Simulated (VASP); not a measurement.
# Ti (P6/mmm) in VASP: a series of runs

Runs on Ti. Level: PBEsol. Tasks: single point.

Everything below comes from runs of VASP 6.6.1. Logs are shortened: lines on timing, memory, paths and dates and some standing lists are left out, and cuts for length are marked.

## 1. The cell of the first run

Symmetry: P6/mmm, No. 191, hexagonal system. Conventional cell: a = 4.434 Å, b = 4.434 Å, c = 2.865 Å, α = 90.00°, β = 90.00°, γ = 120.00°. Ti (site symmetry 6/mmm) has 14 Ti at 2.87 to 2.93 Å within 3.8 Å. Within 3.4 Å of Ti (site symmetry -6m2) lie 11 Ti at 2.56 to 2.93 Å.

## 2. Single point, PBEsol

The input, INCAR:

```
PREC     = Accurate       # precision mode
ENCUT    = 520            # plane-wave cutoff, eV
EDIFF    = 1E-6           # SCF threshold, eV
ISMEAR   = 0              # smearing method
SIGMA    = 0.15           # smearing width, eV
LREAL    = F              # projectors in reciprocal space
LASPH    = T              # aspherical terms in the spheres
NELM     = 60             # most SCF steps
ALGO     = Fast           # electronic algorithm
ISIF     = 2              # what is computed and relaxed
LWAVE    = F              # write WAVECAR
LCHARG   = F              # write CHGCAR
GGA      = PS             # functional
NBANDS   = 25             # bands
```

The input, KPOINTS:

```
regular mesh
0
Gamma
  12 12 14
```

The input, POSCAR:

```
Ti
1.0
    4.4336000000      0.0000000000      0.0000000000
   -2.2168000000      3.8396102302      0.0000000000
    0.0000000000      0.0000000000      2.8655000000
Ti
3
Direct
    0.0000000000      0.0000000000      0.0000000000
    0.3333333333      0.6666666667      0.5000000000
    0.6666666667      0.3333333333      0.5000000000
```

Potentials or basis: VASP PAW PBE potentials, release 64 (Ti_sv).

Started as:

```
> cat potpaw_PBE.64/Ti_sv/POTCAR > POTCAR
> mpirun -np 1 vasp_std > vasp.out
```

OUTCAR:

```text
PREC = Accurate
   ENCUT = 520
   EDIFF = 1E-6
   ISMEAR = 0
   LREAL = F
   LASPH = T
   NELM = 60
   ISIF = 2
   GGA = PS

 ion  position               nearest neighbor table
   1  0.000  0.000  0.000-
   2  0.333  0.667  0.500-   3 2.56   3 2.56   3 2.56
   3  0.667  0.333  0.500-   2 2.56   2 2.56   2 2.56

  LATTYP: Found a hexagonal cell.
 ALAT       =     4.4336000000
 C/A-ratio  =     0.6463145074

  Lattice vectors:

 A1 = (   4.4336000000,   0.0000000000,   0.0000000000)
 A2 = (  -2.2168000000,   3.8396102302,   0.0000000000)
 A3 = (   0.0000000000,   0.0000000000,   2.8655000000)

Analysis of symmetry for initial positions (statically):
=====================================================================
 Subroutine PRICEL returns:
 Original cell was already a primitive cell.

 Routine SETGRP: Setting up the symmetry group for a
 hexagonal supercell.

 Subroutine GETGRP returns: Found 24 space group operations
 (whereof 24 operations were pure point group operations)
 out of a pool of 24 trial point group operations.

The static configuration has the point symmetry D_6h.

Analysis of symmetry for dynamics (positions and initial velocities):
=====================================================================
 Subroutine PRICEL returns:
 Original cell was already a primitive cell.

 Routine SETGRP: Setting up the symmetry group for a
 hexagonal supercell.

 Subroutine GETGRP returns: Found 24 space group operations
 (whereof 24 operations were pure point group operations)
 out of a pool of 24 trial point group operations.

The dynamic configuration has the point symmetry D_6h.

 Subroutine INISYM returns: Found 24 space group operations
 (whereof 24 operations are pure point group operations),
 and found     1 'primitive' translations

----------------------------------------------------------------------------------------

                                     Primitive cell

  volume of cell :      48.7803

  direct lattice vectors                    reciprocal lattice vectors
     4.433600000  0.000000000  0.000000000     0.225550343  0.130221551  0.000000000
    -2.216800000  3.839610230  0.000000000     0.000000000  0.260443102  0.000000000
     0.000000000  0.000000000  2.865500000     0.000000000  0.000000000  0.348979236

  length of vectors
     4.433600000  4.433600000  2.865500000     0.260443102  0.260443102  0.348979236

  position of ions in fractional coordinates (direct lattice)
     0.000000000  0.000000000  0.000000000
     0.333333333  0.666666667  0.500000000
     0.666666667  0.333333333  0.500000000

  ion indices of the primitive-cell ions
   primitive index   ion index
                 1           1
                 2           2
                 3           3

----------------------------------------------------------------------------------------

 KPOINTS: regular mesh

Automatic generation of k-mesh.
 Grid dimensions read from file:
 generate k-points for:   12   12   14

 Generating k-lattice:

  Cartesian coordinates                     Fractional coordinates (reciprocal lattice)
     0.018795862  0.010851796  0.000000000     0.083333333  0.000000000  0.000000000
     0.000000000  0.021703592  0.000000000     0.000000000  0.083333333  0.000000000
     0.000000000  0.000000000  0.024927088     0.000000000  0.000000000  0.071428571

  Length of vectors
     0.021703592  0.021703592  0.024927088

  Shift w.r.t. Gamma in fractional coordinates (k-lattice)
     0.000000000  0.000000000  0.000000000

 Subroutine IBZKPT returns following result:
 ===========================================

 Found    152 irreducible k-points:

 Following reciprocal coordinates:
            Coordinates               Weight
  0.000000  0.000000  0.000000      1.000000
  0.083333 -0.000000  0.000000      6.000000
  0.166667  0.000000  0.000000      6.000000
  0.250000  0.000000  0.000000      6.000000
  0.333333  0.000000  0.000000      6.000000
  0.416667  0.000000  0.000000      6.000000
[... 16 lines left out ...]
  0.250000  0.000000  0.071429     12.000000
  0.333333  0.000000  0.071429     12.000000
 [... further k-points ...]
   k-points           NKPTS =    152   k-points in BZ     NKDIM =    152   number of bands    NBANDS=     25
   number of dos      NEDOS =    301   number of ions     NIONS =      3
   total plane-waves  NPLWV =  31104
   dimension x,y,z NGX =    36 NGY =   36 NGZ =   24
   dimension x,y,z NGXF=    72 NGYF=   72 NGZF=   48
   ions per type =               3
   NGX,Y,Z   is equivalent  to a cutoff of  13.50, 13.50, 13.92 a.u.
   NGXF,Y,Z  is equivalent  to a cutoff of  27.00, 27.00, 27.85 a.u.
 SYSTEM =  unknown system
   PREC   = accura    normal or accurate (medium, high low for compatibility)
   ISTART =      0    job   : 0-new  1-cont  2-samecut
   ICHARG =      2    charge: 1-file 2-atom 10-const
   ISPIN  =      1    spin polarized calculation?
   LNONCOLLINEAR =      F non collinear calculations
   LSORBIT =      F    spin-orbit coupling
   LASPH  =      T    aspherical Exc in radial PAW
   ENCUT  =  520.0 eV  38.22 Ry    6.18 a.u.   8.24  8.24  5.33*2*pi/ulx,y,z
   NELM   =     60;   NELMIN=  2; NELMDL= -5     # of ELM steps
   EDIFF  = 0.1E-05   stopping-criterion for ELM
   LREAL  =      F    real-space projection
   EDIFFG = 0.1E-04   stopping-criterion for IOM
   NSW    =      0    number of steps for IOM
   IBRION =     -1    ionic relax: 0-MD 1-quasi-New 2-CG
   NFREE  =      0    steps in history (QN), initial steepest desc. (CG)
   ISIF   =      2    stress and relaxation
   ISYM   =      2    0-nonsym 1-usesym 2-fastsym
   POTIM  = 0.5000    time-step for ionic-motion
   TEBEG  =    0.0;   TEEND  =   0.0 temperature during run
   PSTRESS=    0.0 pullay stress
   NELECT =      36.0000    total number of electrons
   NUPDOWN=      -1.0000    fix difference up-down
   EMIN   =  10.00;   EMAX   =-10.00  energy-range for DOS
   EFERMI =   0.00;   METHOD = LEGACY
   ISMEAR =     0;   SIGMA  =   0.15  broadening in eV -4-tet -1-fermi 0-gaus
   EFERMI_NEDOS =   21; number of points for ismear=-14 and -15
   IALGO  =     68    algorithm
   IMIX   =      4    mixing-type and parameters
     AMIX     =   0.40;   BMIX     =  1.00
     AMIX_MAG =   1.60;   BMIX_MAG =  1.00
  volume/ion in A,a.u.               =      16.26       109.73
  Fermi-wavevector in a.u.,A,eV,Ry     =   1.479430  2.795717 29.779235  2.188712
  Thomas-Fermi vector in A             =   2.593588
   LORBIT       =      0    0 simple, 1 ext, 2 COOP (PROOUT), +10 PAW based schemes
   GGA     = PS    functional components
   LHFCALC =     F    Hartree Fock is set to
   AEXX    =    0.0000 exact exchange contribution
   IVDW    =     0    specifies the selected vdW correction
   LEPSILON=     F    determine dielectric tensor
   LRPA    =     F    only Hartree local field effects (RPA)
 non-spin polarized calculation
 RMM-DIIS sequential band-by-band and
 Gauss-broadening in eV      SIGMA  =   0.15
  energy-cutoff  :      520.00
  volume of cell :       48.78
 maximum number of plane-waves:      1337
 NGX is ok and might be reduce to    36

 number of electron      36.0000005 magnetization

 Free energy of the ion-electron system (eV)
  ---------------------------------------------------
  ext. energy  EPLUGINS =         0.00000000
  ---------------------------------------------------
  free energy    TOTEN  =       -25.03872663 eV

  energy without entropy =      -25.00731665  energy(sigma->0) =      -25.02302164

 E-fermi :   8.8351     XC(G=0): -11.9502

 val. band max:        8.8319219781   @ k =   0.4167   0.0833   0.2143
 cond. band min:       8.8351812064   @ k =   0.3333   0.3333   0.2143
 fundamental gap:      0.0032592283
 Fermi energy:         8.8351013936

 k-point     1 :       0.0000    0.0000    0.0000
  band No.  band energies     occupation
      1     -47.7689      2.00000
      2     -47.4874      2.00000
      3     -47.2577      2.00000
      4     -24.2047      2.00000
      5     -24.2047      2.00000
      6     -24.1400      2.00000
[... 17 lines left out ...]
     24      10.5490      0.00000
     25      10.5637      0.00000

 k-point     2 :       0.0833   -0.0000    0.0000
  band No.  band energies     occupation
      1     -47.7673      2.00000
      2     -47.4853      2.00000
      3     -47.2616      2.00000
      4     -24.2486      2.00000
      5     -24.2412      2.00000
      6     -24.0958      2.00000
[... 17 lines left out ...]
     24      10.2873      0.00000
     25      10.8254      0.00000

 k-point     3 :       0.1667    0.0000    0.0000
  band No.  band energies     occupation
      1     -47.7629      2.00000
      2     -47.4788      2.00000
      3     -47.2730      2.00000
      4     -24.3095      2.00000
      5     -24.2732      2.00000
      6     -24.0344      2.00000
[... 17 lines left out ...]
     24      10.4919      0.00000
     25      11.1279      0.00000

 k-point     4 :       0.2500    0.0000    0.0000
  band No.  band energies     occupation
      1     -47.7571      2.00000
      2     -47.4677      2.00000
      3     -47.2906      2.00000
      4     -24.3634      2.00000
      5     -24.2758      2.00000
      6     -23.9800      2.00000
[... 17 lines left out ...]
     24      10.7792      0.00000
     25      11.4291      0.00000
[... 477 lines left out ...]
 k-point    22 :       0.1667    0.0000    0.0714
  band No.  band energies     occupation
      1     -47.7597      2.00000
      2     -47.4771      2.00000
      3     -47.2707      2.00000
      4     -24.3026      2.00000
      5     -24.2677      2.00000
      6     -24.0341      2.00000
[... 17 lines left out ...]
     24      10.4795      0.00000
     25      11.2581      0.00000

 k-point    23 :       0.2500    0.0000    0.0714
  band No.  band energies     occupation
      1     -47.7542      2.00000
      2     -47.4658      2.00000
      3     -47.2883      2.00000
      4     -24.3556      2.00000
      5     -24.2711      2.00000
      6     -23.9813      2.00000
[... 17 lines left out ...]
     24      10.7486      0.00000
     25      11.5715      0.00000

 k-point    24 :       0.3333    0.0000    0.0714
  band No.  band energies     occupation
      1     -47.7489      2.00000
      2     -47.4504      2.00000
      3     -47.3097      2.00000
      4     -24.3965      2.00000
      5     -24.2454      2.00000
      6     -23.9406      2.00000
[... 17 lines left out ...]
     24      11.0831      0.00000
     25      11.8666      0.00000

 [... further k-points ...]
[... 5 lines left out ...]
  --------------------------------------------------------------------------------------
  -------------------------------------------------------------------------------------
  Total        1.0768283      1.0768283     -1.2825451      0.0000000     -0.0000000      0.0000000
  in kB       35.3682008     35.3682008    -42.1249270      0.0000000     -0.0000000      0.0000000
  external PRESSURE =       9.5371582 kB  Pullay stress =       0.0000000 kB

 VOLUME and BASIS-vectors are now :
 -----------------------------------------------------------------------------
  energy-cutoff  :      520.00
  volume of cell :       48.78
      direct lattice vectors                 reciprocal lattice vectors
     4.433600000  0.000000000  0.000000000     0.225550343  0.130221551  0.000000000
    -2.216800000  3.839610230  0.000000000     0.000000000  0.260443102  0.000000000
     0.000000000  0.000000000  2.865500000     0.000000000  0.000000000  0.348979236

 POSITION                                       TOTAL-FORCE (eV/Angst)
 -----------------------------------------------------------------------------------
      0.00000      0.00000      0.00000        -0.000000      0.000000      0.000000
     -0.00000      2.55974      1.43275        -0.000000      0.000000     -0.000000
      2.21680      1.27987      1.43275         0.000000     -0.000000      0.000000
 -----------------------------------------------------------------------------------
    total drift:                                0.000000      0.000000     -0.000000

  FREE ENERGIE OF THE ION-ELECTRON SYSTEM (eV)
  ---------------------------------------------------
  free  energy   TOTEN  =       -25.0387266324 eV

  energy  without entropy=      -25.0073166509  energy(sigma->0) =      -25.02302164
```

Wall time 4.8 min (1 thread of Intel Xeon 6975P-C (Granite Rapids), shared host); peak memory 0.27 GiB.

Results:

```
Free energy            : -25.0387 eV
Pressure               : 1.0 GPa
Band gap on the k mesh : zero (band 18 reaches 9.18 eV, above the bottom of band 19 at 8.69 eV)
```

Caveat: the PAW data sets were made with another functional, which shifts forces and pressure a little.

## 3. Single point, PBEsol

This run uses another cell than the first one, of the same volume but with other edges.

The input, INCAR:

```
ALGO = Fast ; EDIFF = 1E-6
ENCUT = 520 ; GGA = PS
ISIF = 2 ; ISMEAR = 0
LASPH = True ; LCHARG = True
LELF = True ; LREAL = False
LVHAR = True ; LWAVE = False
NBANDS = 25 ; NELM = 80
PREC = Accurate ; SIGMA = 0.15
```

The input, KPOINTS:

```
k-points
0
Gamma
  12 12 14
```

The input, POSCAR:

```
Ti
1.0
    4.3795000000      0.0000000000      0.0000000000
   -2.1897500000      3.7927582559      0.0000000000
    0.0000000000      0.0000000000      2.9326000000
Ti
3
Direct
    0.0000000000      0.0000000000      0.0000000000
    0.3333333333      0.6666666667      0.5000000000
    0.6666666667      0.3333333333      0.5000000000
```

Potentials or basis: VASP PAW PBE potentials, release 64 (Ti_sv).

Started as:

```
> cat potpaw_PBE.64/Ti_sv/POTCAR > POTCAR
> mpirun -np 1 vasp_std > vasp.out
```

OUTCAR:

```text
EDIFF = 1E-6
   ENCUT = 520
   GGA = PS
   ISIF = 2
   ISMEAR = 0
   LASPH = True
   LREAL = False
   NELM = 80
   PREC = Accurate

 ion  position               nearest neighbor table
   1  0.000  0.000  0.000-
   2  0.333  0.667  0.500-   3 2.53   3 2.53   3 2.53
   3  0.667  0.333  0.500-   2 2.53   2 2.53   2 2.53

  LATTYP: Found a hexagonal cell.
 ALAT       =     4.3795000000
 C/A-ratio  =     0.6696198196

  Lattice vectors:
[... 193 lines left out ...]
      2     -47.4656      2.00000
      3     -47.2022      2.00000
      4     -24.2058      2.00000
      5     -24.2058      2.00000
      6     -24.1486      2.00000
[... 661 lines left out ...]
     24      11.1818      0.00000
     25      11.5023      0.00000

 [... further k-points ...]
[... 5 lines left out ...]
  --------------------------------------------------------------------------------------
  -------------------------------------------------------------------------------------
  Total        1.7932899      1.7932899     -2.3929326      0.0000000      0.0000000     -0.0000000
  in kB       58.9832320     58.9832320    -78.7061251      0.0000000      0.0000000     -0.0000000
  external PRESSURE =      13.0867796 kB  Pullay stress =       0.0000000 kB

 VOLUME and BASIS-vectors are now :
 -----------------------------------------------------------------------------
  energy-cutoff  :      520.00
  volume of cell :       48.71
      direct lattice vectors                 reciprocal lattice vectors
     4.379500000  0.000000000  0.000000000     0.228336568  0.131830179  0.000000000
    -2.189750000  3.792758256  0.000000000     0.000000000  0.263660358  0.000000000
     0.000000000  0.000000000  2.932600000     0.000000000  0.000000000  0.340994339

 POSITION                                       TOTAL-FORCE (eV/Angst)
 -----------------------------------------------------------------------------------
      0.00000      0.00000      0.00000        -0.000000      0.000000     -0.000000
     -0.00000      2.52851      1.46630        -0.000000      0.000000      0.000000
      2.18975      1.26425      1.46630         0.000000     -0.000000     -0.000000
 -----------------------------------------------------------------------------------
    total drift:                                0.000000      0.000000     -0.000000

  FREE ENERGIE OF THE ION-ELECTRON SYSTEM (eV)
  ---------------------------------------------------
  free  energy   TOTEN  =       -24.9604140374 eV

  energy  without entropy=      -24.9294179648  energy(sigma->0) =      -24.94491600
```

OSZICAR:

```text
N       E                     dE             d eps       ncg     rms          rms(c)
DAV:   1     0.429886422204E+03    0.42989E+03   -0.18604E+04  7600   0.181E+03
DAV:   2     0.206365998324E+02   -0.40925E+03   -0.40229E+03  7662   0.518E+02
DAV:   3    -0.246965912017E+02   -0.45333E+02   -0.44233E+02 14026   0.148E+02
[... 40 lines left out ...]
RMM:  44    -0.249604128497E+02   -0.73899E-06   -0.16601E-05  6211   0.136E-02    0.220E-03
RMM:  45    -0.249604133262E+02   -0.47651E-06   -0.14130E-05  5407   0.127E-02    0.268E-03
RMM:  46    -0.249604136913E+02   -0.36511E-06   -0.12936E-05  5372   0.123E-02    0.284E-03
RMM:  47    -0.249604139140E+02   -0.22269E-06   -0.11292E-05  5064   0.119E-02    0.312E-03
RMM:  48    -0.249604140390E+02   -0.12500E-06   -0.10294E-05  5421   0.118E-02    0.303E-03
RMM:  49    -0.249604140374E+02    0.16007E-08   -0.90535E-06  5076   0.115E-02
   1 F= -.24960414E+02 E0= -.24944916E+02  d E =-.309961E-01
```

stdout:

```text
POSCAR found type information on POSCAR Ti
 POSCAR found :  1 types and       3 ions
 scaLAPACK will be used
 -----------------------------------------------------------------------------
|                                                                             |
|                                                                             |
|     You enforced a specific xc type in the INCAR file but a different       |
|     I HOPE YOU KNOW WHAT YOU ARE DOING!                                     |
|                                                                             |
 -----------------------------------------------------------------------------

 LDA part: xc-table for (Slater+PW92), standard interpolation
 POSCAR, INCAR and KPOINTS ok, starting setup
 FFT: planning ... GRIDC
 FFT: planning ... GRID_SOFT
 FFT: planning ... GRID
 WAVECAR not read
 entering main loop
WARNING in EDDRMM: call to ZHEGV failed, returncode =   8  4     23
WARNING in EDDRMM: call to ZHEGV failed, returncode =   6  3      9
WARNING in EDDRMM: call to ZHEGV failed, returncode =   8  4     16
WARNING in EDDRMM: call to ZHEGV failed, returncode =   8  4     11
WARNING in EDDRMM: call to ZHEGV failed, returncode =   8  4     10
WARNING in EDDRMM: call to ZHEGV failed, returncode =   8  4     12
WARNING in EDDRMM: call to ZHEGV failed, returncode =   6  3     18
WARNING in EDDRMM: call to ZHEGV failed, returncode =   8  4     24
WARNING in EDDRMM: call to ZHEGV failed, returncode =   8  4     24
WARNING in EDDRMM: call to ZHEGV failed, returncode =   8  4     15
WARNING in EDDRMM: call to ZHEGV failed, returncode =   8  4      8
WARNING in EDDRMM: call to ZHEGV failed, returncode =   8  4      5
```

Wall time 4.6 min (1 thread of Intel Xeon 6975P-C (Granite Rapids), shared host); peak memory 0.27 GiB.

Results:

```yaml
Free_energy: -24.9604 eV
Pressure: 1.3 GPa
Band_gap_on_the_k_mesh: zero (band 18 reaches 9.27 eV, above the bottom of band 19 at 8.68 eV)
```

Levels at points of the mesh, in eV from the Fermi level:
| k point | band 15 | band 16 | band 17 | band 18 | band 19 | band 20 | band 21 | band 22 |
| --- | --- | --- | --- | --- | --- | --- | --- | --- |
| (0.00, 0.00, 0.00) | -0.63 | -0.63 | -0.52 | -0.52 | 0.40 | 1.13 | 1.40 | 1.43 |
| (0.50, 0.00, 0.00) | -2.77 | -0.51 | -0.28 | -0.27 | 0.19 | 0.40 | 0.91 | 1.51 |
| (0.00, 0.00, 0.50) | -2.28 | -2.14 | -1.78 | -1.78 | 1.22 | 1.22 | 1.37 | 1.37 |
| (0.50, 0.00, 0.50) | -1.75 | -1.30 | -1.06 | -0.79 | 0.38 | 0.70 | 0.89 | 1.05 |

Caveat: the PAW data sets were made with another functional, which shifts forces and pressure a little.
